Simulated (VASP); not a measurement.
# BaTiO3 (P4mm) in VASP: single point with PBE

Aim: the single point of BaTiO3 with PBE.

Everything below comes from runs of VASP 6.6.1. Logs are shortened: lines on timing, memory, paths and dates and some standing lists are left out, and cuts for length are marked.

## 1. The cell of the first run

It takes space group P4mm (No. 99, tetragonal). Conventional cell: a = 3.985 Å, b = 3.985 Å, c = 4.202 Å, α = 90.00°, β = 90.00°, γ = 90.00°. Within 3.7 Å of Ba (site symmetry 4mm) lie 12 O at 2.80 to 2.99 Å and 8 Ti at 3.47 to 3.56 Å. Within 2.4 Å of Ti (site symmetry 4mm) lie 6 O at 1.81 to 2.39 Å. O (site symmetry 4mm) has 2 Ti at 1.81 to 2.39 Å within 2.4 Å. O (site symmetry 2mm) has 2 Ti at 2.00 Å and 4 Ba at 2.80 to 2.99 Å and 8 O at 2.82 to 2.96 Å within 3.0 Å.

## 2. Single point, PBE

INCAR reads:

```
SYSTEM = BaTiO3
ALGO = Normal ; EDIFF = 1E-6
ENCUT = 1340 ; GGA = PE
GGA_COMPAT = .FALSE. ; ISIF = 2
ISMEAR = 0 ; LASPH = .TRUE.
LCHARG = .TRUE. ; LELF = .TRUE.
LREAL = .FALSE. ; LVHAR = .TRUE.
LWAVE = .FALSE. ; NBANDS = 28
NELM = 120 ; PREC = Accurate
SIGMA = 0.02
```

KPOINTS reads:

```
k-points
0
G
  8 8 8
  0 0 0
```

POSCAR reads:

```
BaTiO3
1.0
    3.9853536484      0.0000000000      0.0000000000
    0.0000000000      3.9853536484      0.0000000000
    0.0000000000      0.0000000000      4.2018073103
Ba Ti O
1 1 3
Direct
    0.0000000000      0.0000000000     -0.0136812335
    0.5000000000      0.5000000000      0.4690806651
    0.5000000000      0.5000000000      0.0378497789
    0.5000000000      0.0000000000      0.5173753947
    0.0000000000      0.5000000000      0.5173753947
```

Potentials or basis: VASP PAW PBE potentials, release 64 (Ba_sv, Ti_sv, O_h).

On the command line:

```console
> cat potpaw_PBE.64/Ba_sv/POTCAR potpaw_PBE.64/Ti_sv/POTCAR potpaw_PBE.64/O_h/POTCAR > POTCAR
> mpirun -np 1 vasp_std > vasp.out
```

OUTCAR:

```text
SYSTEM = BaTiO3
   EDIFF = 1E-6
   ENCUT = 1340
   GGA = PE
   ISIF = 2
   ISMEAR = 0
   LASPH = .TRUE.
   LREAL = .FALSE.
   NELM = 120
   PREC = Accurate

 ion  position               nearest neighbor table
   1  0.000  0.000  0.986-   4 2.80   5 2.80   5 2.80   4 2.80   3 2.83   3 2.83   3 2.83   3 2.83
                             4 2.99   5 2.99   5 2.99   4 2.99   2 3.47   2 3.47   2 3.47   2 3.47
   2  0.500  0.500  0.469-   3 1.81   4 2.00   5 2.00   4 2.00   5 2.00   1 3.47   1 3.47   1 3.47
                             1 3.47   1 3.56   1 3.56   1 3.56   1 3.56
   3  0.500  0.500  0.038-   2 1.81   1 2.83   1 2.83   1 2.83   1 2.83
   4  0.500  0.000  0.517-   2 2.00   2 2.00   1 2.80   1 2.80   1 2.99   1 2.99
   5  0.000  0.500  0.517-   2 2.00   2 2.00   1 2.80   1 2.80   1 2.99   1 2.99

  LATTYP: Found a simple tetragonal cell.
 ALAT       =     3.9853536484
 C/A-ratio  =     1.0543122847

  Lattice vectors:

 A1 = (   3.9853536484,   0.0000000000,   0.0000000000)
 A2 = (   0.0000000000,   3.9853536484,   0.0000000000)
 A3 = (   0.0000000000,   0.0000000000,   4.2018073103)

Analysis of symmetry for initial positions (statically):
=====================================================================
 Subroutine PRICEL returns:
 Original cell was already a primitive cell.

 Routine SETGRP: Setting up the symmetry group for a
 simple tetragonal supercell.

 Subroutine GETGRP returns: Found  8 space group operations
 (whereof  8 operations were pure point group operations)
 out of a pool of 16 trial point group operations.

The static configuration has the point symmetry C_4v.

Analysis of symmetry for dynamics (positions and initial velocities):
=====================================================================
 Subroutine PRICEL returns:
 Original cell was already a primitive cell.

 Routine SETGRP: Setting up the symmetry group for a
 simple tetragonal supercell.

 Subroutine GETGRP returns: Found  8 space group operations
 (whereof  8 operations were pure point group operations)
 out of a pool of 16 trial point group operations.

The dynamic configuration has the point symmetry C_4v.

 Subroutine INISYM returns: Found  8 space group operations
 (whereof  8 operations are pure point group operations),
 and found     1 'primitive' translations

----------------------------------------------------------------------------------------

                                     Primitive cell

  volume of cell :      66.7375

  direct lattice vectors                    reciprocal lattice vectors
     3.985353648  0.000000000  0.000000000     0.250918761  0.000000000  0.000000000
     0.000000000  3.985353648  0.000000000     0.000000000  0.250918761  0.000000000
     0.000000000  0.000000000  4.201807310     0.000000000  0.000000000  0.237992827

  length of vectors
     3.985353648  3.985353648  4.201807310     0.250918761  0.250918761  0.237992827

  position of ions in fractional coordinates (direct lattice)
     0.000000000  0.000000000  0.986318766
     0.500000000  0.500000000  0.469080665
     0.500000000  0.500000000  0.037849779
     0.500000000  0.000000000  0.517375395
     0.000000000  0.500000000  0.517375395

  ion indices of the primitive-cell ions
   primitive index   ion index
                 1           1
                 2           2
                 3           3
                 4           4
                 5           5

----------------------------------------------------------------------------------------

 KPOINTS: k-points

Automatic generation of k-mesh.
 Grid dimensions read from file:
 generate k-points for:    8    8    8

 Generating k-lattice:

  Cartesian coordinates                     Fractional coordinates (reciprocal lattice)
     0.031364845  0.000000000  0.000000000     0.125000000  0.000000000  0.000000000
     0.000000000  0.031364845  0.000000000     0.000000000  0.125000000  0.000000000
     0.000000000  0.000000000  0.029749103     0.000000000  0.000000000  0.125000000

  Length of vectors
     0.031364845  0.031364845  0.029749103

  Shift w.r.t. Gamma in fractional coordinates (k-lattice)
     0.000000000  0.000000000  0.000000000

 Subroutine IBZKPT returns following result:
 ===========================================

 Found     75 irreducible k-points:

 Following reciprocal coordinates:
            Coordinates               Weight
  0.000000  0.000000  0.000000      1.000000
  0.125000  0.000000  0.000000      4.000000
  0.250000  0.000000  0.000000      4.000000
  0.375000  0.000000  0.000000      4.000000
  0.500000  0.000000  0.000000      2.000000
  0.125000  0.125000  0.000000      4.000000
[... 16 lines left out ...]
  0.375000  0.125000  0.125000     16.000000
  0.500000  0.125000  0.125000      8.000000
 [... further k-points ...]
   k-points           NKPTS =     75   k-points in BZ     NKDIM =     75   number of bands    NBANDS=     28
   number of dos      NEDOS =    301   number of ions     NIONS =      5
   total plane-waves  NPLWV = 115200
   dimension x,y,z NGX =    48 NGY =   48 NGZ =   50
   dimension x,y,z NGXF=    96 NGYF=   96 NGZF=  100
   ions per type =               1   1   3
   NGX,Y,Z   is equivalent  to a cutoff of  20.02, 20.02, 19.78 a.u.
   NGXF,Y,Z  is equivalent  to a cutoff of  40.05, 40.05, 39.57 a.u.
 SYSTEM =  BaTiO3
   PREC   = accura    normal or accurate (medium, high low for compatibility)
   ISTART =      0    job   : 0-new  1-cont  2-samecut
   ICHARG =      2    charge: 1-file 2-atom 10-const
   ISPIN  =      1    spin polarized calculation?
   LNONCOLLINEAR =      F non collinear calculations
   LSORBIT =      F    spin-orbit coupling
   LASPH  =      T    aspherical Exc in radial PAW
   ENCUT  = 1340.0 eV  98.49 Ry    9.92 a.u.  11.90 11.90 12.54*2*pi/ulx,y,z
   NELM   =    120;   NELMIN=  2; NELMDL= -5     # of ELM steps
   EDIFF  = 0.1E-05   stopping-criterion for ELM
   LREAL  =      F    real-space projection
   EDIFFG = 0.1E-04   stopping-criterion for IOM
   NSW    =      0    number of steps for IOM
   IBRION =     -1    ionic relax: 0-MD 1-quasi-New 2-CG
   NFREE  =      0    steps in history (QN), initial steepest desc. (CG)
   ISIF   =      2    stress and relaxation
   ISYM   =      2    0-nonsym 1-usesym 2-fastsym
   POTIM  = 0.5000    time-step for ionic-motion
   TEBEG  =    0.0;   TEEND  =   0.0 temperature during run
   PSTRESS=    0.0 pullay stress
   NELECT =      40.0000    total number of electrons
   NUPDOWN=      -1.0000    fix difference up-down
   EMIN   =  10.00;   EMAX   =-10.00  energy-range for DOS
   EFERMI =   0.00;   METHOD = LEGACY
   ISMEAR =     0;   SIGMA  =   0.02  broadening in eV -4-tet -1-fermi 0-gaus
   EFERMI_NEDOS =   21; number of points for ismear=-14 and -15
   IALGO  =     38    algorithm
   IMIX   =      4    mixing-type and parameters
     AMIX     =   0.40;   BMIX     =  1.00
     AMIX_MAG =   1.60;   BMIX_MAG =  1.00
  volume/ion in A,a.u.               =      13.35        90.07
  Fermi-wavevector in a.u.,A,eV,Ry     =   1.380294  2.608377 25.921969  1.905211
  Thomas-Fermi vector in A             =   2.505184
   LORBIT       =      0    0 simple, 1 ext, 2 COOP (PROOUT), +10 PAW based schemes
   GGA     = PE    functional components
   LHFCALC =     F    Hartree Fock is set to
   AEXX    =    0.0000 exact exchange contribution
   IVDW    =     0    specifies the selected vdW correction
   LEPSILON=     F    determine dielectric tensor
   LRPA    =     F    only Hartree local field effects (RPA)
 non-spin polarized calculation
 Gauss-broadening in eV      SIGMA  =   0.02
  energy-cutoff  :     1340.00
  volume of cell :       66.74
 maximum number of plane-waves:      7464
 NGX is ok and might be reduce to    48
   NGX = 23   NGY = 23   NGZ = 25

 number of electron      40.0000002 magnetization

 Free energy of the ion-electron system (eV)
  ---------------------------------------------------
  ext. energy  EPLUGINS =         0.00000000
  ---------------------------------------------------
  free energy    TOTEN  =       -40.07048996 eV

  energy without entropy =      -40.07048996  energy(sigma->0) =      -40.07048996

 E-fermi :   4.1808     XC(G=0): -11.0264

 val. band max:        4.0873491063   @ k =   0.5000   0.5000   0.5000
 cond. band min:       5.8820400617   @ k =   0.0000   0.0000   0.0000
 fundamental gap:      1.7946909554
 Fermi energy:         4.1807774899

 k-point     1 :       0.0000    0.0000    0.0000
  band No.  band energies     occupation
      1     -52.5593      2.00000
      2     -28.8944      2.00000
      3     -28.7564      2.00000
      4     -28.7564      2.00000
      5     -21.0983      2.00000
      6     -12.9238      2.00000
[... 20 lines left out ...]
     27       9.1671      0.00000
     28      10.7502      0.00000

 k-point     2 :       0.1250    0.0000    0.0000
  band No.  band energies     occupation
      1     -52.5591      2.00000
      2     -28.8941      2.00000
      3     -28.7642      2.00000
      4     -28.7561      2.00000
      5     -21.0826      2.00000
      6     -12.9280      2.00000
[... 20 lines left out ...]
     27       9.4554      0.00000
     28      11.1257      0.00000

 k-point     3 :       0.2500    0.0000    0.0000
  band No.  band energies     occupation
      1     -52.5588      2.00000
      2     -28.8933      2.00000
      3     -28.7831      2.00000
      4     -28.7554      2.00000
      5     -21.0443      2.00000
      6     -12.9792      2.00000
[... 20 lines left out ...]
     27      10.1637      0.00000
     28      12.0263      0.00000

 k-point     4 :       0.3750    0.0000    0.0000
  band No.  band energies     occupation
      1     -52.5584      2.00000
      2     -28.8925      2.00000
      3     -28.8019      2.00000
      4     -28.7547      2.00000
      5     -21.0052      2.00000
      6     -13.0684      2.00000
[... 578 lines left out ...]
     27      10.5066      0.00000
     28      11.8668      0.00000

 k-point    23 :       0.3750    0.1250    0.1250
  band No.  band energies     occupation
      1     -52.5582      2.00000
      2     -28.8963      2.00000
      3     -28.8011      2.00000
      4     -28.7622      2.00000
      5     -20.9871      2.00000
      6     -12.9598      2.00000
[... 20 lines left out ...]
     27      11.2971      0.00000
     28      12.2602      0.00000

 k-point    24 :       0.5000    0.1250    0.1250
  band No.  band energies     occupation
      1     -52.5580      2.00000
      2     -28.8959      2.00000
      3     -28.8088      2.00000
      4     -28.7619      2.00000
      5     -20.9721      2.00000
      6     -12.9897      2.00000
[... 20 lines left out ...]
     27      11.6603      0.00000
     28      12.4724      0.00000

 [... further k-points ...]

------------------------ aborting loop because EDIFF is reached ----------------------------------------

  FORCE on cell =-STRESS in cart. coord.  units (eV):
  Direction    XX          YY          ZZ          XY          YZ          ZX
  --------------------------------------------------------------------------------------
  -------------------------------------------------------------------------------------
  Total        0.5825515      0.5825515      0.5626326      0.0000000      0.0000000      0.0000000
  in kB       13.9854041     13.9854041     13.5072094      0.0000000      0.0000000      0.0000000
  external PRESSURE =      13.8260059 kB  Pullay stress =       0.0000000 kB

 VOLUME and BASIS-vectors are now :
 -----------------------------------------------------------------------------
  energy-cutoff  :     1340.00
  volume of cell :       66.74
      direct lattice vectors                 reciprocal lattice vectors
     3.985353648  0.000000000  0.000000000     0.250918761  0.000000000  0.000000000
     0.000000000  3.985353648  0.000000000     0.000000000  0.250918761  0.000000000
     0.000000000  0.000000000  4.201807310     0.000000000  0.000000000  0.237992827

 POSITION                                       TOTAL-FORCE (eV/Angst)
 -----------------------------------------------------------------------------------
      0.00000      0.00000      4.14432         0.000000      0.000000      0.049202
      1.99268      1.99268      1.97099         0.000000      0.000000      0.039616
      1.99268      1.99268      0.15904        -0.000000     -0.000000     -0.043088
      1.99268      0.00000      2.17391         0.000000      0.000000     -0.022866
      0.00000      1.99268      2.17391         0.000000      0.000000     -0.022866
 -----------------------------------------------------------------------------------
    total drift:                                0.000000     -0.000000     -0.000354

  FREE ENERGIE OF THE ION-ELECTRON SYSTEM (eV)
  ---------------------------------------------------
  free  energy   TOTEN  =       -40.0704899573 eV

  energy  without entropy=      -40.0704899573  energy(sigma->0) =      -40.07048996
```

Run time: 5.9 min. Hardware: 1 thread of Intel Xeon Platinum 8488C (Sapphire Rapids), shared host; peak memory 0.73 GiB.

Results:

* Free energy: -40.0705 eV
* Pressure: 1.4 GPa
* Largest force: 0.049 eV/Å
* Band gap on the k mesh: 1.79 eV (least direct gap 2.36 eV)

Forces in eV/Å, atoms in the order of the input:
```
Ba   0.000  0.000  0.049
Ti   0.000  0.000  0.040
O    0.000  0.000 -0.043
O    0.000  0.000 -0.023
O    0.000  0.000 -0.023
```

Caveat: spin-orbit coupling is left out, which moves the levels of the heavy elements. A k mesh can miss the band edges.
